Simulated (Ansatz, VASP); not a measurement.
## Two plane-wave programs on SrTe

INCAR

```
PREC = Accurate
ENCUT = 500
EDIFF = 1E-6
ISMEAR = 0
SIGMA = 0.1
LREAL = False
LASPH = True
NELM = 120
ALGO = Normal
ISIF = 2
LWAVE = False
LCHARG = False
GGA = PE
NBANDS = 15
GGA_COMPAT = False
```

File KPOINTS:

```
regular mesh
0
Gamma
  12 12 12
```

The input POSCAR:

```
SrTe
1.0
    0.0000000000      2.8877402639      2.8877402639
    2.8877402639      0.0000000000      2.8877402639
    2.8877402639      2.8877402639      0.0000000000
Sr Te
1 1
Direct
    0.0000000000      0.0000000000      0.0000000000
    0.5000000000      0.5000000000      0.5000000000
```

Input for Ansatz:

```yaml
crystal:
  lattice:
    - [0.0, 2.8877402639, 2.8877402639]
    - [2.8877402639, 0.0, 2.8877402639]
    - [2.8877402639, 2.8877402639, 0.0]
  atoms:
    - { symbol: Sr, position: [0.0, 0.0, 0.0] }
    - { symbol: Te, position: [0.5, 0.5, 0.5] }
basis:
  ecutwfc: 420
kpoints:
  mp_grid: { grid: [12, 12, 12] }
hamiltonian:
  xc: pbe
scf:
  occupations: { method: gaussian, width: 0.1 }
output:
  forces: true
  stress: true
  eigenvalues: true
```

Alike in both runs: task single point; functional PBE; k mesh 12 × 12 × 12; occupations gaussian, width 0.1 eV; no spin polarisation.

|  | VASP | Ansatz |
| --- | --- | --- |
| version | VASP 6.6.1 | Ansatz 0.2.0 |
| potentials or method | VASP PAW PBE potentials, release 64 (Sr_sv, Te), cutoff 500 eV | scalar-relativistic, plane waves, PAW |
| valence electrons in the cell | 16 | 26 |

|  | VASP | Ansatz | Ansatz less VASP |
| --- | --- | --- | --- |
| gap on the k mesh at the Fermi level (eV) | none | none | - |
| pressure (GPa) | 37.9 | 37.5 | -0.34 |

A gap of «none» marks a metal or a gap that the smearing closes. Both programs put the cell under a high pressure, so it lies far from rest at this level. VASP's potentials hold 16 valence electrons a cell and Ansatz's 26, so a difference there can come from the potentials and not from the codes.

Spin-orbit coupling is off throughout.
